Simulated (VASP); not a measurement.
Runs of VASP 6.6.1 on CdTe (rocksalt type). The structure is that of space group Fm-3m (No. 225), or close to it. The cells are those of the table. 

```csv
cell,gap on the mesh (eV),pressure (GPa)
"a = 4.019 Å, angles 60.0°, 2 atoms",none,11.6
"a = 3.614 Å, angles 60.0°, 2 atoms",none,(a)
"a = 3.436 Å, angles 60.0°, 2 atoms",none,165.2
"a = 3.893 Å, angles 60.0°, 2 atoms",none,25.0
```

Alike in all rows: task single point; level LDA; potentials or basis VASP PAW LDA potentials, release 64 (Cd, Te); no spin polarisation; k mesh 13 × 13 × 13; cutoff (eV) 520; smearing fermi-dirac 0.05 eV.

Problem. Fill in the values left out.

Solution. (a) 85.5.

Caveats: the cell stands under pressure; spin-orbit coupling is left out, which moves the levels of the heavy elements.

A k mesh can miss the band edges, and the runs leave out spin-orbit coupling on Cd, Te.

A gap of «none» marks levels without a gap at the run's occupations.
